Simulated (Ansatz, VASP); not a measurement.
## Two plane-wave programs on WSe2

File INCAR:

```
SYSTEM = WSe2
ALGO     = Normal         ! electronic algorithm
DIPOL    = 0.5 0.5 0.500
EDIFF    = 1E-6           ! SCF threshold, eV
ENCUT    = 520            ! plane-wave cutoff, eV
GGA      = PE             ! functional
IDIPOL   = 3            
ISIF     = 2              ! what is computed and relaxed
ISMEAR   = 0              ! smearing method
IVDW     = 12             ! dispersion correction
LASPH    = .TRUE.         ! aspherical terms in the spheres
LCHARG   = .TRUE.         ! write CHGCAR
LDIPOL   = .TRUE.       
LELF     = .TRUE.         ! ELF
LREAL    = .FALSE.        ! projectors in reciprocal space
LVACPOTAV= .TRUE.       
LVHAR    = .TRUE.       
LWAVE    = .FALSE.        ! write WAVECAR
NBANDS   = 20             ! bands
NELM     = 80             ! most SCF steps
PREC     = Accurate       ! precision mode
SIGMA    = 0.02           ! smearing width, eV
```

The input KPOINTS:

```
k-points
0
G
  9 9 1
  0 0 0
```

Contents of POSCAR:

```
WSe2
1.0
    3.3290000000      0.0000000000      0.0000000000
   -1.6645000000      2.8829985692      0.0000000000
    0.0000000000      0.0000000000     32.7373831004
Se W
2 1
Direct
    0.3333333333      0.6666666667      0.4485450625
    0.3333333333      0.6666666667      0.5514549375
    0.6666666667      0.3333333333      0.5000000000
```

Input for Ansatz:

```yaml
crystal:
  lattice:
    - [3.329, 0.0, 0.0]
    - [-1.6645, 2.8829985692, 0.0]
    - [0.0, 0.0, 32.7373831004]
  atoms:
    - { symbol: Se, position: [0.3333333333, 0.6666666667, 0.4485450625] }
    - { symbol: W, position: [0.6666666667, 0.3333333333, 0.5] }
    - { symbol: Se, position: [0.3333333333, 0.6666666667, 0.5514549375] }
  periodic: [true, true, false]
basis:
  ecutwfc: 420
kpoints:
  mp_grid: { grid: [9, 9, 1] }
hamiltonian:
  xc: pbe
  pseudopotentials: { kind: paw, azcp: { folder: soft_1 } }
  dispersion: d3bj
scf:
  occupations: { method: gaussian, width: 0.02 }
output:
  forces: true
  stress: true
  eigenvalues: true
  write_density: true
  write_potential: true
  elf: true
  volumetric_format: npy
```

Alike in both runs: task single point; functional PBE; dispersion D3(BJ); k mesh 9 × 9 × 1; occupations gaussian, width 0.02 eV; no spin polarisation.

|  | VASP | Ansatz |
| --- | --- | --- |
| version | VASP 6.6.1 | Ansatz 0.2.0 |
| potentials or method | VASP PAW PBE potentials, release 64 (Se, W_sv), cutoff 520 eV | scalar-relativistic, plane waves, PAW |
| valence electrons in the cell | 26 | 46 |

|  | VASP | Ansatz | Ansatz less VASP |
| --- | --- | --- | --- |
| gap on the k mesh at the Fermi level (eV) | 1.53 | 1.54 | +0.003 |
| least direct gap on the mesh (eV) | 1.53 | 1.54 | +0.003 |
| rms of the force components (eV/Å) | 0.106 | 0.126 | +0.0206 |

VASP's potentials hold 26 valence electrons a cell and Ansatz's 46, so a difference there can come from the potentials and not from the codes.

Spin-orbit coupling is off throughout.
